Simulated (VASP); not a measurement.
Runs of VASP 6.6.1 on Nb. The structure is that of space group Im-3m (No. 229), or close to it. The cells are those of the table. 

| task | level | cell | k mesh | cutoff (eV) | smearing | grid for exact exchange (PRECFOCK) | share of exact exchange | gap on the mesh (eV) | pressure (GPa) | moment (μB) |
| --- | --- | --- | --- | --- | --- | --- | --- | --- | --- | --- |
| single point | BLYP | a = 2.861 Å, angles 109.5°, 1 atom | 22 × 22 × 22 | 520 | fermi-dirac 0.05 eV | - | - | none | 7.3 | 0.00 |
| single point | BLYP | a = 2.780 Å, angles 109.5°, 1 atom | 22 × 22 × 22 | 520 | fermi-dirac 0.05 eV | - | - | none | (a) | 0.00 |
| single point | B3LYP | a = 2.901 Å, angles 109.5°, 1 atom | 7 × 7 × 7 | 400 | fermi-dirac 0.1 eV | Normal | 0.2 | none | -2.7 | 0.00 |
| relaxation of cell and atoms | BLYP | relaxed from a = 2.858 Å, angles 109.5°, 1 atom | 13 × 13 × 13 | 600 | fermi-dirac 0.05 eV | - | - | none | 0.0 | 0.00 |
| single point | BLYP | a = 2.821 Å, angles 109.5°, 1 atom | 22 × 22 × 22 | 520 | fermi-dirac 0.05 eV | - | - | none | 15.7 | 0.00 |
| single point | BLYP | a = 2.901 Å, angles 109.5°, 1 atom | 13 × 13 × 13 | 520 | fermi-dirac 0.05 eV | - | - | none | (b) | 0.00 |

Alike in all rows: potentials or basis VASP PAW PBE potentials, release 64 (Nb_sv); spin collinear.

Task: Estimate the missing entries.

Result: (a) 25.9; (b) -0.1.

Caveats: some runs use coarse meshes; the PAW data sets were made with another functional, which shifts forces and pressure a little; the cell stands under pressure (at least some runs).

A k mesh can miss the band edges, and the runs leave out spin-orbit coupling on Nb.

A gap of «none» marks levels without a gap at the run's occupations.
